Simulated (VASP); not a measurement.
Write the native input for VASP 6.6.1 that does the following.

```
Task                   : single point
Functional             : PBE
Potentials or basis    : VASP PAW PBE potentials, release 64 (Ga_d, N)
Cutoff                 : 520 eV
k mesh                 : 10 × 10 × 10
Occupations            : fermi-dirac, width 0.02 eV
Spin                   : no spin polarisation
Dipole correction      : no
Further INCAR settings : ALGO = Normal; EDIFF = 1e-07; NBANDS = 16
```

The structure of GaN lies in POSCAR:

```
GaN
1.0
    0.0000000000      2.0452597773      2.0452597773
    2.0452597773      0.0000000000      2.0452597773
    2.0452597773      2.0452597773      0.0000000000
Ga N
1 1
Direct
    0.0000000000      0.0000000000      0.0000000000
    0.5000000000      0.5000000000      0.5000000000
```

This cell differs from its parent crystal: strain -3.0%.

The input as run:

INCAR

```
SYSTEM = GaN
  PREC = Accurate
  ENCUT = 520
  EDIFF = 1E-7
  ISMEAR = -1
  SIGMA = 0.02
  LREAL = .False.
  LASPH = .True.
  NELM = 100
  ALGO = Normal
  ISIF = 2
  LWAVE = .False.
  LCHARG = .False.
  GGA = PE
  NBANDS = 16
```

KPOINTS

```
Automatic mesh
0
Gamma
  10 10 10
  0 0 0
```

Potentials or basis: VASP PAW PBE potentials, release 64 (Ga_d, N).

Launch:

```console
$ cat potpaw_PBE.64/Ga_d/POTCAR potpaw_PBE.64/N/POTCAR > POTCAR
$ mpirun -np 1 vasp_std > vasp.out
```

Results of the run:

```yaml
Pressure: 36.9 GPa
Band_gap_on_the_k_mesh: 1.27 eV, indirect (least direct gap 4.06 eV)
```

Caveat: the cell differs from its parent crystal (strain -3.0%).

Wall time 38 s on 1 thread of AMD EPYC 7R13, with other jobs on the host, peak memory 0.12 GiB.
